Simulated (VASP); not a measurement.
The system is WF.

```
W F
1.0
     0.00000    2.45905    2.45905
     2.45905    0.00000    2.45905
     2.45905    2.45905    0.00000
W F
1 1
Direct
  0.00000 0.00000 0.00000
  0.75000 0.75000 0.75000
```

| Item | Value |
| --- | --- |
| Program | VASP 6.6.1 |
| Task | relaxation of cell and atoms |
| Functional | PBE |
| Potentials or basis | VASP PAW PBE potentials, release 64 (W_sv, F) |
| Cutoff | 600 eV |
| k mesh | 6 × 6 × 6 |
| Occupations | gaussian, width 0.1 eV |
| Spin | no spin polarisation |

At the start: pressure -5.2 GPa; volume 14.87 Å³/atom.

Question: Where does the relaxation end?

Answer: Over 3 steps the energy falls by 8.8 meV/atom and the volume is 14.35 Å³/atom (-3.5 %); space group F-43m (No. 216, to 0.1 Å) before and after.

Step by step:
| step | energy change (eV) | largest force (eV/Å) | pressure (GPa) | volume (Å³) |
| --- | --- | --- | --- | --- |
| 1 | 0.0000 | 0.0000 | -5.21 | 29.74 |
| 2 | 0.0002 | 0.0000 | 6.02 | 27.71 |
| 3 | -0.0177 | 0.0000 | -0.08 | 28.70 |

Final structure:
```cif
data_structure
_symmetry_space_group_name_H-M 'P 1'
_symmetry_Int_Tables_number 1
_cell_length_a 3.4365
_cell_length_b 3.4365
_cell_length_c 3.4365
_cell_angle_alpha 60.000
_cell_angle_beta 60.000
_cell_angle_gamma 60.000
_cell_volume 28.70
loop_
_atom_site_label
_atom_site_type_symbol
_atom_site_fract_x
_atom_site_fract_y
_atom_site_fract_z
_atom_site_occupancy
W1 W 0.00000 0.00000 0.00000 1
F1 F 0.75000 0.75000 0.75000 1
```

Caveat: the k points lie up to 0.37 Å⁻¹ apart in the final cell, too coarse for converged energies and pressures of a metal; an odd number of electrons without spin polarisation forces a metal; a magnetic or distorted state may lie lower.
